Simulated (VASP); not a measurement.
# Si5As3 in VASP: a series of runs, part 2 of 2

VASP 6.6.1. Earlier steps stand in the parts before.

**3. Single point, PBE**

INCAR reads:

```
SYSTEM = Si5As3
ALGO = Normal
EDIFF = 1E-7
ENCUT = 520
GGA = PE
ISIF = 2
ISMEAR = 0
LASPH = .True.
LCHARG = .False.
LREAL = Auto
LWAVE = .False.
NBANDS = 49
NELM = 100
PREC = Accurate
SIGMA = 0.1
```

KPOINTS reads:

```
k-points
0
Gamma
  3 3 2
  0 0 0
```

POSCAR reads:

```
Si5As3
1.0
    6.7092600662      0.0000000000      0.0000000000
   -3.3546300331      5.8103896580      0.0000000000
    0.0000000000      0.0000000000      9.1411702067
Si As
10 6
Direct
    0.3346265094      0.3346265094      0.5424556850
    0.3346265094      0.0000000000      0.4575443150
    0.6653734906      0.0000000000      0.5424556850
    0.6653734906      0.6653734906      0.4575443150
    0.6666666667      0.3333333333      0.1295247886
    0.6666666667      0.3333333333      0.8704752114
    1.0000000000      0.3346265094      0.4575443150
    0.0000000000      0.6653734906      0.5424556850
    0.3333333333      0.6666666667      0.8704752114
    0.3333333333      0.6666666667      0.1295247886
    0.3049696657      0.3049696657      0.8051666592
    0.3049696657      0.0000000000      0.1948333408
    0.6950303343      0.0000000000      0.8051666592
    0.6950303343      0.6950303343      0.1948333408
    0.0000000000      0.3049696657      0.1948333408
    1.0000000000      0.6950303343      0.8051666592
```

Potentials or basis: VASP PAW PBE potentials, release 64 (Si, As).

Run with:

```
cat potpaw_PBE.64/Si/POTCAR potpaw_PBE.64/As/POTCAR > POTCAR
mpirun -np 1 vasp_std > vasp.out
```

OUTCAR:

```text
SYSTEM = Si5As3
   EDIFF = 1E-7
   ENCUT = 520
   GGA = PE
   ISIF = 2
   ISMEAR = 0
   LASPH = .True.
   LREAL = Auto
   NELM = 100
   PREC = Accurate

 ion  position               nearest neighbor table
   1  0.335  0.335  0.542-   4 2.35   7 2.38   2 2.38  11 2.41
   2  0.335  0.000  0.458-   3 2.35   1 2.38   8 2.38  12 2.41
   3  0.665  0.000  0.542-   2 2.35   4 2.38   7 2.38  13 2.41
   4  0.665  0.665  0.458-   1 2.35   8 2.38   3 2.38  14 2.41
   5  0.667  0.333  0.130-   6 2.37  15 2.41  12 2.41  14 2.41
   6  0.667  0.333  0.870-   5 2.37  13 2.41  16 2.41  11 2.41
   7  0.000  0.335  0.458-   8 2.35   1 2.38   3 2.38  15 2.41
   8  0.000  0.665  0.542-   7 2.35   4 2.38   2 2.38  16 2.41
   9  0.333  0.667  0.870-  10 2.37  16 2.41  13 2.41  11 2.41
  10  0.333  0.667  0.130-   9 2.37  12 2.41  15 2.41  14 2.41
  11  0.305  0.305  0.805-   1 2.41   6 2.41   9 2.41
  12  0.305  0.000  0.195-   2 2.41  10 2.41   5 2.41
  13  0.695  0.000  0.805-   3 2.41   6 2.41   9 2.41
  14  0.695  0.695  0.195-   4 2.41  10 2.41   5 2.41
  15  0.000  0.305  0.195-   7 2.41   5 2.41  10 2.41
  16  0.000  0.695  0.805-   8 2.41   9 2.41   6 2.41

  LATTYP: Found a hexagonal cell.
 ALAT       =     6.7092600662
 C/A-ratio  =     1.3624706922

  Lattice vectors:

 A1 = (   6.7092600662,   0.0000000000,   0.0000000000)
 A2 = (  -3.3546300331,   5.8103896580,   0.0000000000)
 A3 = (   0.0000000000,   0.0000000000,   9.1411702067)

Analysis of symmetry for initial positions (statically):
=====================================================================
 Subroutine PRICEL returns:
 Original cell was already a primitive cell.

 Routine SETGRP: Setting up the symmetry group for a
 hexagonal supercell.

 Subroutine GETGRP returns: Found 12 space group operations
 (whereof 12 operations were pure point group operations)
 out of a pool of 24 trial point group operations.

The static configuration has the point symmetry D_3d.

Analysis of symmetry for dynamics (positions and initial velocities):
=====================================================================
 Subroutine PRICEL returns:
 Original cell was already a primitive cell.

 Routine SETGRP: Setting up the symmetry group for a
 hexagonal supercell.

 Subroutine GETGRP returns: Found 12 space group operations
 (whereof 12 operations were pure point group operations)
 out of a pool of 24 trial point group operations.

The dynamic configuration has the point symmetry D_3d.

 Subroutine INISYM returns: Found 12 space group operations
 (whereof 12 operations are pure point group operations),
 and found     1 'primitive' translations

----------------------------------------------------------------------------------------

                                     Primitive cell

  volume of cell :     356.3540

  direct lattice vectors                    reciprocal lattice vectors
     6.709260066  0.000000000  0.000000000     0.149047733  0.086052749  0.000000000
    -3.354630033  5.810389658  0.000000000     0.000000000  0.172105497  0.000000000
     0.000000000  0.000000000  9.141170207     0.000000000  0.000000000  0.109395184

  length of vectors
     6.709260066  6.709260066  9.141170207     0.172105497  0.172105497  0.109395184

  position of ions in fractional coordinates (direct lattice)
     0.334626509  0.334626509  0.542455685
[... 68 lines left out ...]
  0.333333  0.333333  0.500000      2.000000
   k-points           NKPTS =      6   k-points in BZ     NKDIM =      6   number of bands    NBANDS=     49
   number of dos      NEDOS =    301   number of ions     NIONS =     16
   total plane-waves  NPLWV = 175000
   dimension x,y,z NGX =    50 NGY =   50 NGZ =   70
   dimension x,y,z NGXF=   100 NGYF=  100 NGZF=  140
   ions per type =              10   6
   NGX,Y,Z   is equivalent  to a cutoff of  12.39, 12.39, 12.73 a.u.
   NGXF,Y,Z  is equivalent  to a cutoff of  24.78, 24.78, 25.46 a.u.
 SYSTEM =  Si5As3
   PREC   = accura    normal or accurate (medium, high low for compatibility)
   ISTART =      0    job   : 0-new  1-cont  2-samecut
   ICHARG =      2    charge: 1-file 2-atom 10-const
   ISPIN  =      1    spin polarized calculation?
   LNONCOLLINEAR =      F non collinear calculations
   LSORBIT =      F    spin-orbit coupling
   LASPH  =      T    aspherical Exc in radial PAW
   ENCUT  =  520.0 eV  38.22 Ry    6.18 a.u.  12.47 12.47 17.00*2*pi/ulx,y,z
   NELM   =    100;   NELMIN=  2; NELMDL= -5     # of ELM steps
   EDIFF  = 0.1E-06   stopping-criterion for ELM
   LREAL  =      T    real-space projection
   EDIFFG = 0.1E-05   stopping-criterion for IOM
   NSW    =      0    number of steps for IOM
   IBRION =     -1    ionic relax: 0-MD 1-quasi-New 2-CG
   NFREE  =      0    steps in history (QN), initial steepest desc. (CG)
   ISIF   =      2    stress and relaxation
   ISYM   =      2    0-nonsym 1-usesym 2-fastsym
   POTIM  = 0.5000    time-step for ionic-motion
   TEBEG  =    0.0;   TEEND  =   0.0 temperature during run
   PSTRESS=    0.0 pullay stress
   NELECT =      70.0000    total number of electrons
   NUPDOWN=      -1.0000    fix difference up-down
   EMIN   =  10.00;   EMAX   =-10.00  energy-range for DOS
   EFERMI =   0.00;   METHOD = LEGACY
   ISMEAR =     0;   SIGMA  =   0.10  broadening in eV -4-tet -1-fermi 0-gaus
   EFERMI_NEDOS =   21; number of points for ismear=-14 and -15
   IALGO  =     38    algorithm
   IMIX   =      4    mixing-type and parameters
     AMIX     =   0.40;   BMIX     =  1.00
     AMIX_MAG =   1.60;   BMIX_MAG =  1.00
  volume/ion in A,a.u.               =      22.27       150.30
  Fermi-wavevector in a.u.,A,eV,Ry     =   0.951657  1.798370 12.322121  0.905650
  Thomas-Fermi vector in A             =   2.080147
   LORBIT       =      0    0 simple, 1 ext, 2 COOP (PROOUT), +10 PAW based schemes
   GGA     = PE    functional components
   LHFCALC =     F    Hartree Fock is set to
   AEXX    =    0.0000 exact exchange contribution
   IVDW    =     0    specifies the selected vdW correction
   LEPSILON=     F    determine dielectric tensor
   LRPA    =     F    only Hartree local field effects (RPA)
 non-spin polarized calculation
 Gauss-broadening in eV      SIGMA  =   0.10
  energy-cutoff  :      520.00
  volume of cell :      356.35
 maximum number of plane-waves:      9634
 NGX is ok and might be reduce to    50
   NGX = 25   NGY = 25   NGZ = 33

 number of electron      70.0000000 magnetization

 Free energy of the ion-electron system (eV)
  ---------------------------------------------------
  ext. energy  EPLUGINS =         0.00000000
  ---------------------------------------------------
  free energy    TOTEN  =       -82.54196495 eV

  energy without entropy =      -82.54196486  energy(sigma->0) =      -82.54196491

 E-fermi :   5.2835     XC(G=0):  -9.2184

 val. band max:        4.9391855961   @ k =   0.0000   0.0000   0.0000
 cond. band min:       5.6456896637   @ k =   0.3333   0.3333   0.0000
 fundamental gap:      0.7065040676
 Fermi energy:         5.2835266700

 k-point     1 :       0.0000    0.0000    0.0000
  band No.  band energies     occupation
      1      -8.2467      2.00000
      2      -7.3985      2.00000
      3      -6.1585      2.00000
      4      -6.1585      2.00000
      5      -6.1549      2.00000
      6      -6.1549      2.00000
[... 289 lines left out ...]
     46       7.5565      0.00000
     47       7.9573      0.00000
 [bands above 47 left out]

------------------------ aborting loop because EDIFF is reached ----------------------------------------

  FORCE on cell =-STRESS in cart. coord.  units (eV):
  Direction    XX          YY          ZZ          XY          YZ          ZX
  --------------------------------------------------------------------------------------
  -------------------------------------------------------------------------------------
  Total        0.2095050      0.2095050      0.4390007      0.0000000      0.0000000     -0.0000000
  in kB        0.9419399      0.9419399      1.9737588      0.0000000      0.0000000     -0.0000000
  external PRESSURE =       1.2858796 kB  Pullay stress =       0.0000000 kB

 VOLUME and BASIS-vectors are now :
 -----------------------------------------------------------------------------
  energy-cutoff  :      520.00
  volume of cell :      356.35
      direct lattice vectors                 reciprocal lattice vectors
     6.709260066  0.000000000  0.000000000     0.149047733  0.086052749  0.000000000
    -3.354630033  5.810389658  0.000000000     0.000000000  0.172105497  0.000000000
     0.000000000  0.000000000  9.141170207     0.000000000  0.000000000  0.109395184

 POSITION                                       TOTAL-FORCE (eV/Angst)
 -----------------------------------------------------------------------------------
      1.12255      1.94431      4.95868         0.001089      0.001886     -0.043391
      2.24510      0.00000      4.18249         0.002178     -0.000000      0.043391
      4.46416      0.00000      4.95868        -0.002178     -0.000000     -0.043391
      2.23208      3.86608      4.18249        -0.001089     -0.001886      0.043391
      3.35463      1.93680      1.18401         0.000000     -0.000000     -0.011283
      3.35463      1.93680      7.95716         0.000000     -0.000000      0.011283
[... 8 lines left out ...]
     -1.02306      1.77199      1.78100         0.008411     -0.014568     -0.029104
     -2.33157      4.03840      7.36017        -0.008411      0.014568      0.029104
 -----------------------------------------------------------------------------------
    total drift:                               -0.000000      0.000000      0.000000

  FREE ENERGIE OF THE ION-ELECTRON SYSTEM (eV)
  ---------------------------------------------------
  free  energy   TOTEN  =       -82.5419649524 eV

  energy  without entropy=      -82.5419648612  energy(sigma->0) =      -82.54196491
```

Wall time 77 s (1 thread of Intel Xeon 6975P-C (Granite Rapids), shared host); peak memory 0.42 GiB.

What came out:

```yaml
Free_energy: -82.5420 eV
Pressure: 0.1 GPa
Largest_force: 0.043 eV/Å
Band_gap_on_the_k_mesh: 0.71 eV (least direct gap 0.80 eV)
```

Forces on the atoms (eV/Å):
```
Si   0.001  0.002 -0.043
Si   0.002  0.000  0.043
Si  -0.002  0.000 -0.043
Si  -0.001 -0.002  0.043
Si   0.000  0.000 -0.011
Si   0.000  0.000  0.011
Si  -0.001  0.002  0.043
Si   0.001 -0.002 -0.043
Si   0.000  0.000  0.011
Si   0.000  0.000 -0.011
As  -0.008 -0.015  0.029
As  -0.017  0.000 -0.029
As   0.017  0.000  0.029
As   0.008  0.015 -0.029
As   0.008 -0.015 -0.029
As  -0.008  0.015  0.029
```

Levels at points of the mesh, in eV from the valence-band top:
```
           k point  band 32  band 33  band 34  band 35  band 36  band 37  band 38  band 39
(0.00, 0.00, 0.00)    -0.82    -0.82     0.00     0.00     0.80     1.34     1.34     1.47
(0.00, 0.00, 0.50)    -0.71    -0.71    -0.15    -0.15     0.97     1.40     1.49     2.75
```

Caveat: an odd mesh through Γ misses points on the zone boundary, where band edges can lie.

**4. Single point, PBE**

INCAR reads:

```
PREC = Accurate ; ENCUT = 520
EDIFF = 1E-7 ; ISMEAR = 0
SIGMA = 0.1 ; LREAL = Auto
LASPH = T ; NELM = 100
ALGO = Normal ; ISIF = 2
LWAVE = F ; LCHARG = F
GGA = PE ; NBANDS = 49
```

KPOINTS reads:

```
Automatic mesh
0
Gamma
  3 3 2
```

POSCAR reads:

```
Si5As3
1.0
    6.7102361441      0.0002516290      0.0005050894
   -3.3549057341      5.8116784952     -0.0004737880
    0.0007086904     -0.0003669954      9.1426385203
Si As
10 6
Direct
    0.3344643605      0.3346397240      0.5423703119
    0.3344378643      0.0000230263      0.4576428386
    0.6651867823      0.0000218578      0.5422438859
    0.6652181719      0.6653445689      0.4576886808
    0.6668039691      0.3332771109      0.1295466148
    0.6667852313      0.3333736242      0.8704542230
    0.9998790063      0.3346662289      0.4576721774
   -0.0001311818      0.6654386223      0.5423785693
    0.3333865784      0.6666393814      0.8704415831
    0.3334691233      0.6666552060      0.1295368862
    0.3054724106      0.3054086398      0.8052115599
    0.3055179290     -0.0000092265      0.1948135323
    0.6945846293     -0.0000197820      0.8050281674
    0.6946867014      0.6944886065      0.1948774661
    0.0001825149      0.3054080996      0.1948530767
    1.0000559095      0.6946443118      0.8052404269
```

Run with:

```
cat potpaw_PBE.64/Si/POTCAR potpaw_PBE.64/As/POTCAR > POTCAR
mpirun -np 1 vasp_std > vasp.out
```

It took 2.6 min on 1 thread of Intel Xeon 6975P-C (Granite Rapids), shared host; peak memory 0.44 GiB.

It converged, with:

* Free energy: -82.5419 eV
* Pressure: 0.1 GPa
* Largest force: 0.041 eV/Å
* Band gap on the k mesh: 0.71 eV (least direct gap 0.81 eV)

Forces on the atoms (eV/Å):
```
Si   0.004  0.004 -0.024
Si   0.005  0.000  0.024
Si  -0.004  0.000 -0.024
Si  -0.002 -0.005  0.024
Si   0.000 -0.001 -0.018
Si   0.000 -0.003  0.018
Si  -0.003  0.006  0.025
Si   0.004 -0.005 -0.024
Si   0.000  0.003  0.019
Si   0.000  0.000 -0.018
As  -0.016 -0.029  0.018
As  -0.034  0.000 -0.022
As   0.033  0.000  0.023
As   0.014  0.031 -0.020
As   0.014 -0.028 -0.019
As  -0.016  0.027  0.017
```

Levels at points of the mesh, in eV from the valence-band top:
```
           k point  band 32  band 33  band 34  band 35  band 36  band 37  band 38  band 39
(0.00, 0.00, 0.00)    -0.82    -0.82     0.00     0.00     0.81     1.34     1.34     1.48
(0.00, 0.00, 0.50)    -0.71    -0.71    -0.15    -0.15     0.97     1.41     1.50     2.75
```

Caveat: an odd mesh through Γ misses points on the zone boundary, where band edges can lie.

**5. Relaxation of cell and atoms, PBE (atoms taken out)**

INCAR reads:

```
SYSTEM = Si5As3
ALGO = Normal
EDIFF = 1E-6
EDIFFG = -0.08
ENCUT = 600
GGA = PE
IBRION = 2
ISIF = 3
ISMEAR = 0
LASPH = .TRUE.
LCHARG = .FALSE.
LREAL = Auto
LWAVE = .FALSE.
NELM = 80
NSW = 36
PREC = Accurate
SIGMA = 0.2
```

KPOINTS reads:

```
k-points
0
G
  3 3 2
  0 0 0
```

POSCAR reads:

```
Si5As3
1.0
    6.5000000000      0.0000000000      0.0000000000
   -3.2500000000      5.6291651200      0.0000000000
    0.0000000000      0.0000000000      9.1000000000
Si As
10 6
Direct
    0.3333300000      0.3333300000      0.5417000000
    0.3333300000      0.0000000000      0.4583000000
    0.6666700000      0.0000000000      0.5417000000
    0.6666700000      0.6666700000      0.4583000000
    0.6666666700      0.3333333300      0.1250000000
    0.6666666700      0.3333333300      0.8750000000
    0.0000000000      0.3333300000      0.4583000000
    0.0000000000      0.6666700000      0.5417000000
    0.3333333300      0.6666666700      0.8750000000
    0.3333333300      0.6666666700      0.1250000000
    0.3333300000      0.3333300000      0.7917000000
    0.3333300000      0.0000000000      0.2083000000
    0.6666700000      0.0000000000      0.7917000000
    0.6666700000      0.6666700000      0.2083000000
    0.0000000000      0.3333300000      0.2083000000
    0.0000000000      0.6666700000      0.7917000000
```

Run with:

```
cat potpaw_PBE.64/Si/POTCAR potpaw_PBE.64/As/POTCAR > POTCAR
mpirun -np 1 vasp_std > vasp.out
```

Run time: 11 min. Hardware: 1 thread of Intel Xeon 6975P-C (Granite Rapids), shared host; peak memory 0.58 GiB.

Results (log left out):

| Property | Result |
| --- | --- |
| Free energy | -82.5388 eV |
| Relaxed volume | 22.35 Å³/atom |
| Relaxed cell | a = 6.731 Å, b = 6.731 Å, c = 9.114 Å, α = 90.00°, β = 90.00°, γ = 120.00° |
| Space group after relaxing (to 0.1 Å) | P-31m (No. 162) |
| Energy gained by relaxing | 132.2 meV/atom |
| Ionic steps | 11 |
| Pressure after relaxing | -0.1 GPa |
| Largest force after relaxing | 0.067 eV/Å |
| Band gap on the k mesh | 0.73 eV (least direct gap 0.80 eV) |

Forces in eV/Å, atoms in the order of the input:
```
Si   0.022  0.037  0.051
Si   0.043  0.000 -0.051
Si  -0.043  0.000  0.051
Si  -0.022 -0.037 -0.051
Si   0.000  0.000 -0.024
Si   0.000  0.000  0.024
Si  -0.022  0.037 -0.051
Si   0.022 -0.037  0.051
Si   0.000  0.000  0.024
Si   0.000  0.000 -0.024
As  -0.017 -0.030 -0.054
As  -0.034  0.000  0.054
As   0.034  0.000 -0.054
As   0.017  0.030  0.054
As   0.017 -0.030  0.054
As  -0.017  0.030 -0.054
```

Stress tensor (GPa, compression positive):
```
-0.19  0.00  0.00
 0.00 -0.19  0.00
 0.00  0.00  0.15
```

The path:
| step | energy change (eV) | largest force (eV/Å) | pressure (GPa) | volume (Å³) |
| --- | --- | --- | --- | --- |
| 1 | 0.0000 | 1.9068 | 10.52 | 332.97 |
| 2 | -1.1155 | 0.4327 | -5.15 | 403.24 |
| 3 | -1.6398 | 0.6321 | -0.82 | 375.08 |
| 4 | -1.6398 | 0.6525 | -0.66 | 374.21 |
| 5 | -1.8403 | 0.5739 | -0.83 | 372.78 |
| 6 | -1.8747 | 0.6013 | -0.88 | 371.85 |
| 7 | -2.0120 | 0.3166 | -0.41 | 365.67 |
| 8 | -2.0490 | 0.4009 | 0.06 | 360.09 |
| 9 | -2.0966 | 0.1888 | 0.10 | 357.96 |
| 10 | -2.1016 | 0.1841 | 0.13 | 357.04 |
| 11 | -2.1154 | 0.0667 | -0.07 | 357.61 |

Final structure:
```
Si As
1.0
     6.73099    0.00000    0.00000
    -3.36550    5.82921    0.00000
     0.00000    0.00000    9.11434
Si As
10 6
Direct
  0.33436 0.33436 0.54184
  0.33436 0.00000 0.45816
  0.66564 0.00000 0.54184
  0.66564 0.66564 0.45816
  0.66667 0.33333 0.12974
  0.66667 0.33333 0.87026
  0.00000 0.33436 0.45816
  0.00000 0.66564 0.54184
  0.33333 0.66667 0.87026
  0.33333 0.66667 0.12974
  0.30636 0.30636 0.80619
  0.30636 0.00000 0.19381
  0.69364 0.00000 0.80619
  0.69364 0.69364 0.19381
  0.00000 0.30636 0.19381
  0.00000 0.69364 0.80619
```

Levels at points of the mesh, in eV from the valence-band top:
| k point | band 33 | band 34 | band 35 | band 36 | band 37 | band 38 |
| --- | --- | --- | --- | --- | --- | --- |
| (0.00, 0.00, 0.00) | -0.78 | 0.00 | 0.00 | 0.80 | 1.39 | 1.39 |
| (0.00, 0.00, 0.50) | -0.70 | -0.15 | -0.15 | 0.95 | 1.45 | 1.50 |

Caveat: the cell differs from its parent crystal (atoms taken out); an odd mesh through Γ misses points on the zone boundary, where band edges can lie; the relaxation stopped at a loose force limit of 0.08 eV/Å, so its end isn't a converged minimum.

**6. Summary**

| task | cell | cutoff (eV) | smearing | gap on the mesh (eV) | pressure (GPa) | largest force (eV/Å) |
| --- | --- | --- | --- | --- | --- | --- |
| single point | a = 6.713, b = 6.713, c = 9.136 Å, angles 90.0, 90.0, 120.0°, 16 atoms, atomic positions A | 520 | gaussian 0.2 eV | 0.71 | 0.1 | 0.03 |
| single point | a = 6.709, b = 6.709, c = 9.141 Å, angles 90.0, 90.0, 120.0°, 16 atoms, atomic positions A | 520 | gaussian 0.1 eV | 0.71 | 0.1 | 0.04 |
| single point | a = 6.710, b = 6.711, c = 9.143 Å, angles 90.0, 90.0, 120.0°, 16 atoms, atomic positions A | 520 | gaussian 0.1 eV | 0.71 | 0.1 | 0.04 |
| relaxation of cell and atoms | relaxed from a = 6.500, b = 6.500, c = 9.100 Å, angles 90.0, 90.0, 120.0°, 16 atoms, atomic positions B | 600 | gaussian 0.2 eV | 0.73 | -0.1 | 0.07 |

Alike in all rows: level PBE; potentials or basis VASP PAW PBE potentials, release 64 (Si, As); no spin polarisation; k mesh 3 × 3 × 2.

Caveats: an odd mesh through Γ misses points on the zone boundary, where band edges can lie; the relaxation stopped at a loose force limit of 0.08 eV/Å, so its end isn't a converged minimum (at least some runs).

Total energies depend on the potentials used, so only differences within one code and one set of settings carry meaning.
